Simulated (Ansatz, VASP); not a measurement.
# One calculation of P, two programs

File INCAR:

```
ALGO = Normal
EDIFF = 1E-6
ENCUT = 520
GGA = RP
ISIF = 2
ISMEAR = -1
LASPH = T
LCHARG = F
LREAL = F
LWAVE = F
NBANDS = 12
NELM = 80
PREC = Accurate
SIGMA = 0.1
```

Contents of KPOINTS:

```
k-points
0
Gamma
  11 11 11
```

The input POSCAR:

```
P
1.0
    0.0000000000      2.8070384501      2.8070384501
    2.8070384501      0.0000000000      2.8070384501
    2.8070384501      2.8070384501      0.0000000000
P
2
Direct
    0.1250000000      0.1250000000      0.1250000000
    0.8750000000      0.8750000000      0.8750000000
```

Input for Ansatz:

```yaml
crystal:
  lattice:
    - [0.0, 2.8070384501, 2.8070384501]
    - [2.8070384501, 0.0, 2.8070384501]
    - [2.8070384501, 2.8070384501, 0.0]
  atoms:
    - { symbol: P, position: [0.125, 0.125, 0.125] }
    - { symbol: P, position: [0.875, 0.875, 0.875] }
hamiltonian:
  xc: rpbe
  pseudopotentials:
    kind: paw
    azcp:
      P: "pseudopotentials/P.paw.azcp"
basis:
  ecutwfc: 420
  fft_grid_basis: typed
kpoints:
  mp_grid: { grid: [11, 11, 11], shift: [0, 0, 0] }
magnetization:
  spin_polarized: false
scf:
  occupations: { method: fermi_dirac, width: 0.1 }
  lower_state_search: "off"
output:
  stress: true
```

Alike in both runs: task single point; functional RPBE; k mesh 11 × 11 × 11; occupations fermi-dirac, width 0.1 eV; no spin polarisation.

```csv
,VASP,Ansatz
version,VASP 6.6.1,Ansatz 0.2.0
potentials or method,"VASP PAW PBE potentials, release 64 (P), cutoff 520 eV","plane waves (420 eV) with PAW, scalar-relativistic"
valence electrons in the cell,10,10
```

```tsv
	VASP	Ansatz	Ansatz less VASP
pressure (GPa)	-1.7	-1.4	+0.28
```

VASP's potentials were made for PBE, not for RPBE.
